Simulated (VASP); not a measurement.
Set up this calculation in VASP 6.6.1, as the native input.

| Property | Result |
| --- | --- |
| Task | single point |
| Functional | LDA |
| Potentials or basis | VASP PAW LDA potentials, release 64 (Mg, Al, C) |
| Cutoff | 520 eV |
| k mesh | 12 × 12 × 6 |
| Occupations | gaussian, width 0.01 eV |
| Spin | no spin polarisation |
| Dipole correction | no |
| Further INCAR settings | ALGO = Normal; EDIFF = 1e-06; NBANDS = 16 |

The structure of MgAl2C2 lies in POSCAR:

```
MgAl2C2
1.0
    3.3642200772      0.0000000000      0.0000000000
   -1.6821100386      2.9135000508      0.0000000000
    0.0000000000      0.0000000000      5.7598981975
Mg Al C
1 2 2
Direct
    0.0000000000      0.0000000000      0.0000000000
    0.3333333333      0.6666666667      0.3498914544
    0.6666666667      0.3333333333      0.6501085456
    0.3333333333      0.6666666667      0.7296689386
    0.6666666667      0.3333333333      0.2703310614
```

This cell differs from its parent crystal: volume scaled by 1.02, then relaxed in part.

One way to write it, as run:

INCAR

```
  ALGO = Normal
  EDIFF = 1E-6
  ENCUT = 520
  GGA = CA
  ISIF = 2
  ISMEAR = 0
  LASPH = T
  LCHARG = T
  LELF = T
  LREAL = F
  LVHAR = T
  LWAVE = F
  NBANDS = 16
  NELM = 100
  PREC = Accurate
  SIGMA = 0.01
```

KPOINTS

```
k-points
0
Gamma
  12 12 6
```

Potentials or basis: VASP PAW LDA potentials, release 64 (Mg, Al, C).

Launch:

```bash
$ cat potpaw_LDA.64/Mg/POTCAR potpaw_LDA.64/Al/POTCAR potpaw_LDA.64/C/POTCAR > POTCAR
$ mpirun -np 1 vasp_std > vasp.out
```

Results of the run:

```yaml
Pressure: -2.8 GPa
Largest_force: 0.030 eV/Å
Band_gap_on_the_k_mesh: 1.76 eV, indirect (least direct gap 2.96 eV)
```

Wall time 63 s on 1 thread of AMD EPYC 9R45 96-Core Processor (Zen 5), on a shared host, peak memory 0.19 GiB.
